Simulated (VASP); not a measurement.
A run of VASP 6.6.1:

Contents of INCAR:

```
SYSTEM = Ti
PREC = Accurate
ENCUT = 520
EDIFF = 1E-7
ISMEAR = -1
SIGMA = 0.05
LREAL = .FALSE.
LASPH = .TRUE.
NELM = 150
ALGO = Normal
ISIF = 2
LWAVE = .FALSE.
LCHARG = .FALSE.
ISPIN = 2
MAGMOM = 1
LORBIT = 11
LMAXMIX = 4
GGA = PE
NBANDS = 16
```

KPOINTS

```
Automatic mesh
0
G
  22 22 22
  0 0 0
```

File POSCAR:

```
Ti
1.0
   -1.5833896136      1.5833896136      1.5833896136
    1.5833896136     -1.5833896136      1.5833896136
    1.5833896136      1.5833896136     -1.5833896136
Ti
1
Direct
    0.0000000000      0.0000000000      0.0000000000
```

Potentials or basis: VASP PAW PBE potentials, release 64 (Ti_sv).

Run with:

```sh
$ cat potpaw_PBE.64/Ti_sv/POTCAR > POTCAR
$ mpirun -np 1 vasp_std > vasp.out
```

Hardware: 1 thread of Intel Xeon 8259CL, with other jobs on the host.

Estimate the wall time of this run.

Run time: 2.4 min on 1 thread of Intel Xeon 8259CL, on a shared host, peak memory 0.23 GiB. Counts: scf iterations 14, k points 328.
